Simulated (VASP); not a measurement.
Crystal: GePt.

```
CELL_PARAMETERS angstrom
3.19946 0.00000 0.00000
0.00000 3.19946 0.00000
0.00000 0.00000 3.19946
ATOMIC_POSITIONS crystal
Ge 0.00000 0.00000 0.00000
Pt 0.50000 0.50000 0.50000
```

| Property | Result |
| --- | --- |
| Program | VASP 6.6.1 |
| Task | relaxation of cell and atoms |
| Functional | r2SCAN |
| Potentials or basis | VASP PAW PBE potentials, release 64 (Ge_d, Pt) |
| Cutoff | 600 eV |
| k mesh | 6 × 6 × 6 |
| Occupations | gaussian, width 0.1 eV |
| Spin | no spin polarisation |

At the start: pressure -4.9 GPa; volume 16.38 Å³/atom.

Q: How do energy, volume and symmetry change on relaxing?

A: Over 3 steps the energy falls by 8.9 meV/atom and the volume is 15.82 Å³/atom (-3.4 %); space group Pm-3m (No. 221, to 0.1 Å) before and after.

Step by step:
```csv
step,energy change (eV),largest force (eV/Å),pressure (GPa),volume (Å³)
1,0.0000,0.0000,-4.91,32.75
2,0.0062,0.0000,6.76,30.43
3,-0.0177,0.0000,0.02,31.63
```

Final structure:
```cif
data_structure
_symmetry_space_group_name_H-M 'P 1'
_symmetry_Int_Tables_number 1
_cell_length_a 3.1627
_cell_length_b 3.1627
_cell_length_c 3.1627
_cell_angle_alpha 90.000
_cell_angle_beta 90.000
_cell_angle_gamma 90.000
_cell_volume 31.63
loop_
_atom_site_label
_atom_site_type_symbol
_atom_site_fract_x
_atom_site_fract_y
_atom_site_fract_z
_atom_site_occupancy
Ge1 Ge 0.00000 0.00000 0.00000 1
Pt1 Pt 0.50000 0.50000 0.50000 1
```

Caveat: the PAW data sets were made with another functional, which shifts forces and pressure a little.
